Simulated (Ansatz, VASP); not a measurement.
# One calculation of NaZrO2, two programs

```
Na Zr O
1.0
     4.08247    0.00000    0.00000
    -2.04124    3.53552    0.00000
     0.00000    0.00000    4.66421
Na Zr O
1 1 2
Direct
  0.00000 0.00000 0.00000
  0.00000 0.00000 0.50000
  0.33333 0.66667 0.85768
  0.66667 0.33333 0.14232
```

Alike in both runs: task relaxation of cell and atoms; functional PBE; k mesh 6 × 6 × 4; occupations gaussian, width 0.1 eV; no spin polarisation.

|  | VASP | Ansatz |
| --- | --- | --- |
| version | VASP 6.6.1 | Ansatz 0.2.0 |
| potentials or method | VASP PAW PBE potentials, release 64 (Na_pv, Zr_sv, O), cutoff 600 eV | scalar-relativistic, plane waves, PAW |
| valence electrons in the cell | 31 | 33 |

VASP gave:

| Item | Value |
| --- | --- |
| gap on the k mesh at the Fermi level, each at its own relaxed structure (eV) | none |
| relaxed volume (Å³/atom) | 12.68 |
| relaxed length of the cell vector where the two differ most in proportion (Å) | 5.926 |

Problem. Estimate Ansatz's values.

Solution. gap on the k mesh at the Fermi level, each at its own relaxed structure (eV): none; relaxed volume (Å³/atom): 12.73; relaxed length of the cell vector where the two differ most in proportion (Å): 5.973.

A gap of «none» marks a metal or a gap that the smearing closes. VASP's potentials hold 31 valence electrons a cell and Ansatz's 33, so a difference there can come from the potentials and not from the codes.

Noted on VASP's run: the volume moved by over 15 % at a fixed basis, so the end points are rough.
